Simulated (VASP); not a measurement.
# Ti: single point with PBEsol

Ti:

```
CELL_PARAMETERS angstrom
0.00000 1.96910 2.06045
1.96910 0.00000 2.06045
1.96910 1.96910 0.00000
ATOMIC_POSITIONS crystal
Ti 0.00000 0.00000 0.00000
```

This cell differs from its parent crystal: strain -0.030 along x and y, +0.015 along z.

```json
{
  "Program": "VASP 6.6.1",
  "Task": "single point",
  "Functional": "PBEsol",
  "Potentials or basis": "VASP PAW PBE potentials, release 64 (Ti_sv)",
  "Cutoff": "520 eV",
  "k mesh": "20 × 20 × 20",
  "Occupations": "gaussian, width 0.15 eV",
  "Spin": "no spin polarisation",
  "Dipole correction": "no",
  "Further INCAR settings": "ALGO = Fast; EDIFF = 1e-06; NBANDS = 12"
}
```

The pressure is 4.8 GPa and the band gap on the k mesh is zero (band 6 reaches 9.78 eV, above the bottom of band 7 at 8.45 eV).

Stress tensor (GPa, compression positive):
```
5.31 0.00 0.00
0.00 5.31 0.00
0.00 0.00 3.77
```

Levels at points of the mesh, in eV from the Fermi level:
| k point | band 3 | band 4 | band 5 | band 6 | band 7 | band 8 | band 9 | band 10 |
| --- | --- | --- | --- | --- | --- | --- | --- | --- |
| (0.00, 0.00, 0.00) | -32.17 | -32.17 | -6.28 | 0.67 | 1.07 | 1.07 | 2.50 | 2.98 |
| (0.50, 0.00, 0.00) | -32.32 | -32.26 | -2.79 | 0.57 | 0.89 | 1.01 | 3.89 | 4.06 |
| (0.50, 0.50, 0.00) | -32.44 | -32.44 | -2.89 | -1.88 | 2.68 | 3.98 | 4.28 | 4.28 |
| (0.50, 0.00, 0.50) | -32.55 | -32.47 | -2.88 | -1.97 | 3.56 | 3.93 | 4.14 | 4.46 |

Wall time 78 s on 1 thread of Intel(R) Xeon(R) 6975P-C (Granite Rapids) (shared host), peak memory 0.23 GiB.

Caveat: the cell differs from its parent crystal (strain -0.030 along x and y, +0.015 along z); the PAW data sets were made with another functional, which shifts forces and pressure a little.
